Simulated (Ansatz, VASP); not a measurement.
Two plane-wave programs on SiC

```
Si C
1.0
     0.00000    2.19739    2.19739
     2.19739    0.00000    2.19739
     2.28822    2.28822   -0.09083
Si C
1 1
Direct
  0.00000 0.00000 0.00000
  0.75000 0.75000 0.75000
```

Alike in both runs: task single point; functional PBEsol; k mesh 12 × 12 × 12; occupations gaussian, width 0.05 eV; no spin polarisation.

|  | VASP | Ansatz |
| --- | --- | --- |
| version | VASP 6.6.1 | Ansatz 0.2.0 |
| potentials or method | VASP PAW PBE potentials, release 64 (Si, C), cutoff 520 eV | scalar-relativistic, plane waves, PAW |
| valence electrons in the cell | 8 | 8 |

|  | VASP | Ansatz | Ansatz less VASP |
| --- | --- | --- | --- |
| gap on the k mesh at the Fermi level (eV) | 1.14 | 1.15 | +0.011 |
| least direct gap on the mesh (eV) | 4.01 | 4.02 | +0.013 |
| pressure (GPa) | -14.9 | -15.2 | -0.31 |
| traceless stress, the component that is largest in VASP (GPa) | -8.31 | -8.24 | +0.072 |
| rms of the force components (eV/Å) | 0.091 | 0.086 | -0.0047 |

VASP's potentials were made for PBE, not for PBEsol, and Ansatz warns of the same on its side. Atom by atom the forces differ by 0.005 eV/Å (rms over components).
